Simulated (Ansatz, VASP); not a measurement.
**Two plane-wave programs on Hf2AlN3**

```xyz
6
Lattice="3.1116 0.0000 0.0000 -1.5558 2.6947 0.0000 0.0000 0.0000 7.7196" Properties=species:S:1:pos:R:3 pbc="T T T"
Hf    0.0000    1.7965    5.1463
Hf    1.5558    0.8982    2.5733
Al    0.0000    0.0000    0.0000
N     1.5558    0.8982    6.5978
N     0.0000    0.0000    3.8598
N     0.0000    1.7965    1.1218
```

Alike in both runs: task relaxation of cell and atoms; functional PBE; k mesh 12 × 12 × 6; occupations gaussian, width 0.1 eV; no spin polarisation.

|  | VASP | Ansatz |
| --- | --- | --- |
| version | VASP 6.6.1 | Ansatz 0.2.0 |
| potentials or method | VASP PAW PBE potentials, release 64 (Hf_pv, Al, N), cutoff 600 eV | scalar-relativistic, plane waves, PAW |
| valence electrons in the cell | 38 | 70 |

|  | VASP | Ansatz | Ansatz less VASP |
| --- | --- | --- | --- |
| gap on the k mesh at the Fermi level, each at its own relaxed structure (eV) | none | none | - |
| relaxed volume (Å³/atom) | 10.72 | 10.80 | +0.079 |
| relaxed cell length with the largest relative difference (Å) | 7.717 | 7.741 | +0.0236 |

A gap of «none» marks a metal or a gap that the smearing closes. VASP's potentials hold 38 valence electrons a cell and Ansatz's 70, so a difference there can come from the potentials and not from the codes.

Neither program's run includes spin-orbit coupling.
